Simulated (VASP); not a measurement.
# SiC (F-43m) in VASP: a series of runs

SiC is run at these levels: r2SCAN+D4, PBEsol+D3(BJ), revPBE+D3(BJ); tasks: single point.

Everything below comes from runs of VASP 6.6.1. Logs are shortened: lines on timing, memory, paths and dates and some standing lists are left out, and cuts for length are marked.

**Experimental background.**

From “Insight into the structural, elastic and electronic properties of a new orthorhombic 6O-SiC polytype”, 2020, pmc:7200658, for a bulk crystal of SiC: band gap 2.4 eV (indirect).

The results are compared with them further down.

## 1. The cell of the first run

Symmetry: F-43m, No. 216, cubic system. Conventional cell: a = 4.404 Å, b = 4.404 Å, c = 4.404 Å, α = 90.00°, β = 90.00°, γ = 90.00°. Si (site symmetry -43m) has 4 C at 1.91 Å within 2.5 Å. C (site symmetry -43m) has 4 Si at 1.91 Å within 2.5 Å.

## 2. Single point, r2SCAN+D4 (volume scaled by 1.04)

POSCAR reads:

```
SiC
1.0
    0.0000000000      2.2019330985      2.2019330985
    2.2019330985      0.0000000000      2.2019330985
    2.2019330985      2.2019330985      0.0000000000
Si C
1 1
Direct
    0.0000000000      0.0000000000      0.0000000000
    0.7500000000      0.7500000000      0.7500000000
```

INCAR.step1 reads:

```
PREC = Accurate
ENCUT = 520
ISMEAR = 0
SIGMA = 0.05
LREAL = F
LASPH = T
NELM = 100
NBANDS = 11
GGA = PE
ALGO = Normal
EDIFF = 1E-4
LWAVE = T
LCHARG = F
```

INCAR.step2 reads:

```
PREC = Accurate
ENCUT = 520
EDIFF = 1E-7
ISMEAR = 0
SIGMA = 0.05
LREAL = F
LASPH = T
NELM = 100
ALGO = Normal
ISIF = 2
LWAVE = F
LCHARG = T
METAGGA = R2SCAN
LMIXTAU = T
IVDW = 13
VDW_S6 = 1.0
VDW_S8 = 0.6018749
VDW_A1 = 0.51559235
VDW_A2 = 5.77342911
LELF = T
LVHAR = T
NBANDS = 11
ISTART = 1
```

KPOINTS reads:

```
regular mesh
0
Gamma
  10 10 10
```

Potentials or basis: VASP PAW PBE potentials, release 64 (Si, C).

Started as:

```console
> cat potpaw_PBE.64/Si/POTCAR potpaw_PBE.64/C/POTCAR > POTCAR
> cp INCAR.step1 INCAR
> mpirun -np 1 vasp_std > vasp.out
> cp INCAR.step2 INCAR
> mpirun -np 1 vasp_std > vasp.out
```

OUTCAR:

```text
PREC = Accurate
   ENCUT = 520
   EDIFF = 1E-7
   ISMEAR = 0
   LREAL = F
   LASPH = T
   NELM = 100
   ISIF = 2
   METAGGA = R2SCAN
   IVDW = 13
   ISTART = 1

 ion  position               nearest neighbor table
   1  0.000  0.000  0.000-   2 1.91   2 1.91   2 1.91   2 1.91
   2  0.750  0.750  0.750-   1 1.91   1 1.91   1 1.91   1 1.91

  LATTYP: Found a face centered cubic cell.
 ALAT       =     4.4038661970

  Lattice vectors:

 A1 = (   0.0000000000,   2.2019330985,   2.2019330985)
 A2 = (   2.2019330985,   0.0000000000,   2.2019330985)
 A3 = (   2.2019330985,   2.2019330985,   0.0000000000)

Analysis of symmetry for initial positions (statically):
=====================================================================
 Subroutine PRICEL returns:
 Original cell was already a primitive cell.

 Routine SETGRP: Setting up the symmetry group for a
 face centered cubic supercell.

 Subroutine GETGRP returns: Found 24 space group operations
 (whereof 24 operations were pure point group operations)
 out of a pool of 48 trial point group operations.

The static configuration has the point symmetry T_d .

Analysis of symmetry for dynamics (positions and initial velocities):
=====================================================================
 Subroutine PRICEL returns:
 Original cell was already a primitive cell.

 Routine SETGRP: Setting up the symmetry group for a
 face centered cubic supercell.

 Subroutine GETGRP returns: Found 24 space group operations
 (whereof 24 operations were pure point group operations)
 out of a pool of 48 trial point group operations.

The dynamic configuration has the point symmetry T_d .

 Subroutine INISYM returns: Found 24 space group operations
 (whereof 24 operations are pure point group operations),
 and found     1 'primitive' translations

----------------------------------------------------------------------------------------

                                     Primitive cell

  volume of cell :      21.3522

  direct lattice vectors                    reciprocal lattice vectors
     0.000000000  2.201933099  2.201933099    -0.227073202  0.227073202  0.227073202
     2.201933099  0.000000000  2.201933099     0.227073202 -0.227073202  0.227073202
     2.201933099  2.201933099  0.000000000     0.227073202  0.227073202 -0.227073202

  length of vectors
     3.114003651  3.114003651  3.114003651     0.393302323  0.393302323  0.393302323

  position of ions in fractional coordinates (direct lattice)
     0.000000000  0.000000000  0.000000000
[... 87 lines left out ...]
   TEBEG  =    0.0;   TEEND  =   0.0 temperature during run
   PSTRESS=    0.0 pullay stress
   NELECT =       8.0000    total number of electrons
   NUPDOWN=      -1.0000    fix difference up-down
   EMIN   =  10.00;   EMAX   =-10.00  energy-range for DOS
   EFERMI =   0.00;   METHOD = LEGACY
   ISMEAR =     0;   SIGMA  =   0.05  broadening in eV -4-tet -1-fermi 0-gaus
   EFERMI_NEDOS =   21; number of points for ismear=-14 and -15
   IALGO  =     38    algorithm
   IMIX   =      4    mixing-type and parameters
     AMIX     =   0.40;   BMIX     =  1.00
     AMIX_MAG =   1.60;   BMIX_MAG =  1.00
  volume/ion in A,a.u.               =      10.68        72.05
  Fermi-wavevector in a.u.,A,eV,Ry     =   1.180205  2.230264 18.951329  1.392883
  Thomas-Fermi vector in A             =   2.316501
   LORBIT       =      0    0 simple, 1 ext, 2 COOP (PROOUT), +10 PAW based schemes
   METAGGA = R2SCAN    functional components
   LHFCALC =     F    Hartree Fock is set to
   AEXX    =    0.0000 exact exchange contribution
   IVDW    =    13    specifies the selected vdW correction
   LEPSILON=     F    determine dielectric tensor
   LRPA    =     F    only Hartree local field effects (RPA)
 non-spin polarized calculation
 Gauss-broadening in eV      SIGMA  =   0.05
  energy-cutoff  :      520.00
  volume of cell :       21.35
 maximum number of plane-waves:       589
   NGX = 11   NGY = 11   NGZ = 11

 number of electron       8.0000001 magnetization

 Free energy of the ion-electron system (eV)
  ---------------------------------------------------
  ext. energy  EPLUGINS =         0.00000000
  ---------------------------------------------------
  free energy    TOTEN  =       -19.31125473 eV

  energy without entropy =      -19.31125473  energy(sigma->0) =      -19.31125473

 E-fermi :   7.8810     XC(G=0): -11.7942

 val. band max:        7.6356186919   @ k =   0.0000   0.0000   0.0000
 cond. band min:       9.3799192271   @ k =   0.5000   0.5000   0.0000
 fundamental gap:      1.7443005352
 Fermi energy:         7.8810478894

 k-point     1 :       0.0000    0.0000    0.0000
  band No.  band energies     occupation
      1      -8.2963      2.00000
      2       7.6356      2.00000
      3       7.6356      2.00000
      4       7.6356      2.00000
      5      14.0753      0.00000
      6      15.2532      0.00000
      7      15.2532      0.00000
      8      15.2532      0.00000
      9      22.6526      0.00000
     10      22.6526      0.00000
     11      24.8870      0.00000
[... 309 lines left out ...]
 k-point    24 :       0.4000    0.3000    0.0000
  band No.  band energies     occupation
      1      -5.1472      2.00000
      2       1.8354      2.00000
      3       4.4262      2.00000
      4       4.9389      2.00000
      5      10.8971      0.00000
      6      13.6530      0.00000
      7      19.7767      0.00000
      8      20.1239      0.00000
      9      22.0857      0.00000
     10      26.4156      0.00000
     11      29.6207      0.00000

 [... further k-points ...]

------------------------ aborting loop because EDIFF is reached ----------------------------------------

  DFT-D4 for vdW energy calculation

  Edisp (eV):   -0.23994

  FORCE on cell =-STRESS in cart. coord.  units (eV):
  Direction    XX          YY          ZZ          XY          YZ          ZX
  --------------------------------------------------------------------------------------
  -------------------------------------------------------------------------------------
  Total      -1.13334    -1.13334    -1.13334     0.00000     0.00000     0.00000
  in kB     -85.04081   -85.04081   -85.04081     0.00000     0.00000     0.00000
  external pressure =      -85.04 kB  Pullay stress =        0.00 kB

 VOLUME and BASIS-vectors are now :
 -----------------------------------------------------------------------------
  energy-cutoff  :      520.00
  volume of cell :       21.35
      direct lattice vectors                 reciprocal lattice vectors
     0.000000000  2.201933099  2.201933099    -0.227073202  0.227073202  0.227073202
     2.201933099  0.000000000  2.201933099     0.227073202 -0.227073202  0.227073202
     2.201933099  2.201933099  0.000000000     0.227073202  0.227073202 -0.227073202

 POSITION                                       TOTAL-FORCE (eV/Angst)
 -----------------------------------------------------------------------------------
      0.00000      0.00000      0.00000         0.000000      0.000000     -0.000000
      3.30290      3.30290      3.30290        -0.000000     -0.000000      0.000000
 -----------------------------------------------------------------------------------
    total drift:                                0.000000      0.000000      0.000000

  FREE ENERGIE OF THE ION-ELECTRON SYSTEM (eV)
  ---------------------------------------------------
  free  energy   TOTEN  =       -19.5511980902 eV

  energy  without entropy=      -19.5511980902  energy(sigma->0) =      -19.55119809
```

OUTCAR.step1:

```text
PREC = Accurate
   ENCUT = 520
   ISMEAR = 0
   LREAL = F
   LASPH = T
[... 556 lines left out ...]
 -----------------------------------------------------------------------------------
      0.00000      0.00000      0.00000         0.000000      0.000000      0.000000
      3.30290      3.30290      3.30290        -0.000000     -0.000000     -0.000000
 -----------------------------------------------------------------------------------
    total drift:                               -0.000000     -0.000000     -0.000000

  FREE ENERGIE OF THE ION-ELECTRON SYSTEM (eV)
  ---------------------------------------------------
  free  energy   TOTEN  =       -15.0570853398 eV

  energy  without entropy=      -15.0570853398  energy(sigma->0) =      -15.05708534
```

Wall time 35 s (1 thread of Intel Xeon Platinum 8259CL at 2.50GHz (Skylake/Cascade Lake), shared host); peak memory 0.14 GiB.

Results:

* Free energy: -19.5512 eV
* Pressure: -8.5 GPa
* Band gap on the k mesh: 1.74 eV, indirect (least direct gap 5.02 eV)
* Dispersion energy per atom: -0.120 eV

Caveat: the PAW data sets were made with another functional, which shifts forces and pressure a little. A k mesh can miss the band edges.

## 3. Single point, PBEsol+D3(BJ) (volume scaled by 0.98)

INCAR reads:

```
SYSTEM = SiC
PREC = Accurate ; ENCUT = 520
EDIFF = 1E-7 ; ISMEAR = 0
SIGMA = 0.05 ; LREAL = .FALSE.
LASPH = .TRUE. ; NELM = 100
ALGO = Normal ; ISIF = 2
LWAVE = .FALSE. ; LCHARG = .TRUE.
GGA = PS ; IVDW = 12
LELF = .TRUE. ; LVHAR = .TRUE.
NBANDS = 11
```

KPOINTS reads:

```
regular mesh
0
G
  10 10 10
  0 0 0
```

POSCAR reads:

```
SiC
1.0
    0.0000000000      2.1513946502      2.1513946502
    2.1513946502      0.0000000000      2.1513946502
    2.1513946502      2.1513946502      0.0000000000
Si C
1 1
Direct
    0.0000000000      0.0000000000      0.0000000000
    0.7500000000      0.7500000000      0.7500000000
```

Potentials or basis: VASP PAW PBE potentials, release 64 (Si, C).

Started as:

```console
> cat potpaw_PBE.64/Si/POTCAR potpaw_PBE.64/C/POTCAR > POTCAR
> mpirun -np 1 vasp_std > vasp.out
```

It used 12 s of CPU time on 1 thread of AMD EPYC 7R13 Processor (Zen 3) (shared host).

It converged, with:

```yaml
Free_energy: -16.3952 eV
Pressure: 5.2 GPa
Band_gap_on_the_k_mesh: 1.20 eV, indirect (least direct gap 4.48 eV)
Dispersion_energy_per_atom: -0.251 eV
```

Levels at points of the mesh, in eV from the valence-band top:
```csv
k point,band 2,band 3,band 4,band 5,band 6,band 7
"(0.00, 0.00, 0.00)",0.00,0.00,0.00,6.63,7.51,7.51
"(0.50, 0.00, 0.00)",-8.81,-1.06,-1.06,5.72,7.29,7.29
"(0.50, 0.50, 0.00)",-7.96,-3.28,-3.28,1.20,4.33,14.40
```

Caveat: the PAW data sets were made with another functional, which shifts forces and pressure a little. A k mesh can miss the band edges.

## 4. Single point, PBEsol+D3(BJ) (volume scaled by 1.02)

INCAR reads:

```
SYSTEM = SiC
  ALGO = Normal
  EDIFF = 1E-6
  ENCUT = 520
  GGA = PS
  ISIF = 2
  ISMEAR = 0
  IVDW = 12
  LASPH = .TRUE.
  LCHARG = .TRUE.
  LELF = .TRUE.
  LREAL = .FALSE.
  LVHAR = .TRUE.
  LWAVE = .FALSE.
  NBANDS = 11
  NELM = 80
  PREC = Accurate
  SIGMA = 0.05
```

KPOINTS reads:

```
k-points
0
G
  10 10 10
  0 0 0
```

POSCAR reads:

```
SiC
1.0
    0.0000000000      2.1802758770      2.1802758770
    2.1802758770      0.0000000000      2.1802758770
    2.1802758770      2.1802758770      0.0000000000
Si C
1 1
Direct
    0.0000000000      0.0000000000      0.0000000000
    0.7500000000      0.7500000000      0.7500000000
```

Started as:

```console
> cat potpaw_PBE.64/Si/POTCAR potpaw_PBE.64/C/POTCAR > POTCAR
> mpirun -np 1 vasp_std > vasp.out
```

Wall time 12 s (1 thread of AMD EPYC 7R13 (Zen 3), shared host); peak memory 0.11 GiB.

The run converged. Its results:

```
Free energy                : -16.3977 eV
Pressure                   : -4.0 GPa
Band gap on the k mesh     : 1.24 eV, indirect (least direct gap 4.44 eV)
Dispersion energy per atom : -0.241 eV
```

Levels at points of the mesh, in eV from the valence-band top:
| k point | band 2 | band 3 | band 4 | band 5 | band 6 | band 7 |
| --- | --- | --- | --- | --- | --- | --- |
| (0.00, 0.00, 0.00) | 0.00 | 0.00 | 0.00 | 6.17 | 7.23 | 7.23 |
| (0.50, 0.00, 0.00) | -8.59 | -1.06 | -1.06 | 5.36 | 7.13 | 7.13 |
| (0.50, 0.50, 0.00) | -7.83 | -3.21 | -3.21 | 1.24 | 4.19 | 13.93 |

Caveat: the PAW data sets were made with another functional, which shifts forces and pressure a little. A k mesh can miss the band edges.

(Continued in part 2 of 2.)
